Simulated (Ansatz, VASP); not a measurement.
**Ag in VASP and in Ansatz**

File INCAR:

```
PREC     = Accurate       # precision mode
ENCUT    = 520            # plane-wave cutoff, eV
EDIFF    = 1E-6           # SCF threshold, eV
ISMEAR   = 1              # smearing method
SIGMA    = 0.03           # smearing width, eV
LREAL    = False          # projectors in reciprocal space
LASPH    = True           # aspherical terms in the spheres
NELM     = 60             # most SCF steps
ALGO     = Normal         # electronic algorithm
ISIF     = 2              # what is computed and relaxed
LWAVE    = False          # write WAVECAR
LCHARG   = True           # write CHGCAR
LELF     = True           # ELF
LVHAR    = True         
NBANDS   = 12             # bands
```

KPOINTS

```
regular mesh
0
Gamma
  13 13 13
```

POSCAR

```
Ag
1.0
    0.0000000000      1.9996579419      1.9996579419
    1.9996579419      0.0000000000      1.9996579419
    1.9996579419      1.9996579419      0.0000000000
Ag
1
Direct
    0.0000000000      0.0000000000      0.0000000000
```

Input for Ansatz:

```yaml
crystal:
  lattice:
    - [0.0, 1.9996579419, 1.9996579419]
    - [1.9996579419, 0.0, 1.9996579419]
    - [1.9996579419, 1.9996579419, 0.0]
  atoms:
    - { symbol: Ag, position: [0.0, 0.0, 0.0] }
hamiltonian:
  xc: lda
  pseudopotentials:
    kind: paw
    azcp:
      Ag: "pseudopotentials/Ag.paw.azcp"
basis:
  ecutwfc: 420
  fft_grid_basis: typed
kpoints:
  mp_grid: { grid: [13, 13, 13], shift: [0, 0, 0] }
magnetization:
  spin_polarized: false
scf:
  occupations: { method: cold, width: 0.03 }
  lower_state_search: "off"
output:
  stress: true
```

Alike in both runs: task single point; functional LDA; k mesh 13 × 13 × 13; no spin polarisation.

|  | VASP | Ansatz |
| --- | --- | --- |
| version | VASP 6.6.1 | Ansatz 0.2.0 |
| potentials or method | VASP PAW LDA potentials, release 64 (Ag), cutoff 520 eV | plane waves (420 eV) with PAW, scalar-relativistic |
| occupations | methfessel-paxton of order 1, width 0.03 eV | cold, width 0.03 eV |
| valence electrons in the cell | 11 | 19 |

|  | VASP | Ansatz | Ansatz less VASP |
| --- | --- | --- | --- |
| pressure (GPa) | 0.0 | -0.1 | -0.14 |

Ansatz warns that its potentials were made for another functional, while VASP's fit it. LDA's correlation is that of Perdew and Zunger in VASP and of Perdew and Wang (1992) in Ansatz. VASP's potentials hold 11 valence electrons a cell and Ansatz's 19, so a difference there can come from the potentials and not from the codes.
